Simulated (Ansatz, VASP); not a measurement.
**One calculation of MgPb2N2, two programs**

```xyz
5
Lattice="3.2857 0.0000 0.0000 -1.6428 2.8455 0.0000 0.0000 0.0000 9.8408" Properties=species:S:1:pos:R:3 pbc="T T T"
Mg    0.0000    0.0000    0.0000
Pb    1.6428    0.9485    2.8199
Pb    0.0000    1.8970    7.0209
N     1.6428    0.9485    8.4810
N     0.0000    1.8970    1.3598
```

Alike in both runs: task single point; functional PBEsol; k mesh 12 × 12 × 4; occupations gaussian, width 0.05 eV; no spin polarisation.

|  | VASP | Ansatz |
| --- | --- | --- |
| version | VASP 6.6.1 | Ansatz 0.2.0 |
| potentials or method | VASP PAW PBE potentials, release 64 (Mg, Pb_d, N), cutoff 520 eV | scalar-relativistic, plane waves, PAW |
| valence electrons in the cell | 40 | 48 |

Ansatz gave:

```
gap on the k mesh at the Fermi level (eV)                     : 0.77
least direct gap on the mesh (eV)                             : 1.10
pressure (GPa)                                                : -2.9
traceless stress, the component that is largest in VASP (GPa) : -8.20
rms of the force components (eV/Å)                            : 0.486
```

Question: Estimate VASP's values.

Answer: gap on the k mesh at the Fermi level (eV): 0.76; least direct gap on the mesh (eV): 1.10; pressure (GPa): -3.0; traceless stress, the component that is largest in VASP (GPa): -8.20; rms of the force components (eV/Å): 0.478.

VASP's potentials were made for PBE, not for PBEsol. Atom by atom the forces differ by 0.012 eV/Å (rms over components). The functional is the same, so the differences come from potentials, cutoffs and numerics. VASP's potentials hold 40 valence electrons a cell and Ansatz's 48, so a difference there can come from the potentials and not from the codes.

Spin-orbit coupling is off throughout.
